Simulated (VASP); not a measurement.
A run of VASP 6.6.1 is set up as follows.

File INCAR:

```
SYSTEM = SiNi3
PREC = Accurate
ENCUT = 520
EDIFF = 1E-6
ISMEAR = 0
SIGMA = 0.1
LREAL = .False.
LASPH = .True.
NELM = 80
ALGO = Fast
ISIF = 2
LWAVE = .False.
LCHARG = .True.
GGA = PE
LELF = .True.
LVHAR = .True.
NBANDS = 25
```

KPOINTS

```
Automatic mesh
0
Gamma
  14 14 14
  0 0 0
```

POSCAR

```
SiNi3
1.0
    3.5062596482      0.0000000000      0.0000000000
    0.0000000000      3.5062596482      0.0000000000
    0.0000000000      0.0000000000      3.5062596482
Si Ni
1 3
Direct
    0.0000000000      0.0000000000      0.0000000000
    0.0000000000      0.5000000000      0.5000000000
    0.5000000000      0.0000000000      0.5000000000
    0.5000000000      0.5000000000      0.0000000000
```

Potentials or basis: VASP PAW PBE potentials, release 64 (Si, Ni).

The run is started by

```bash
$ cat potpaw_PBE.64/Si/POTCAR potpaw_PBE.64/Ni/POTCAR > POTCAR
$ mpirun -np 1 vasp_std > vasp.out
```

(1) What does it give for the pressure?

(2) What does it give for the band gap on the k mesh?

## Answers

(1) 0.1 GPa.

(2) zero (band 17 reaches 10.69 eV, above the bottom of band 18 at 10.45 eV).
